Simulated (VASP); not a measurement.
Mo: single point with BLYP

Mo:

```xyz
1
Lattice="-1.5800 1.5800 1.5800 1.5800 -1.5800 1.5800 1.5800 1.5800 -1.5800" Properties=species:S:1:pos:R:3 pbc="T T T"
Mo    0.0000    0.0000    0.0000
```

This cell differs from its parent crystal: volume scaled by 0.96.

```yaml
Program: VASP 6.6.1
Task: single point
Functional: BLYP
Potentials_or_basis: VASP PAW PBE potentials, release 64 (Mo_sv)
Cutoff: 520 eV
k_mesh: 23 × 23 × 23
Occupations: fermi-dirac, width 0.1 eV
Spin: no spin polarisation
Dipole_correction: no
Further_INCAR_settings: ALGO = Normal; EDIFF = 1e-06; NBANDS = 13
```

| Property | Result |
| --- | --- |
| Pressure | 11.0 GPa |
| Band gap on the k mesh | zero (band 7 reaches 16.71 eV, above the bottom of band 8 at 11.58 eV) |

Levels at points of the mesh, in eV from the Fermi level:
| k point | band 4 | band 5 | band 6 | band 7 | band 8 | band 9 | band 10 | band 11 |
| --- | --- | --- | --- | --- | --- | --- | --- | --- |
| (0.00, 0.00, 0.00) | -34.52 | -7.01 | -1.42 | -1.42 | -1.42 | 1.60 | 1.60 | 14.99 |

Wall time 98 s on 1 thread of AMD EPYC 7R13, on a shared host, peak memory 0.15 GiB.

Caveat: the PAW data sets were made with another functional, which shifts forces and pressure a little.
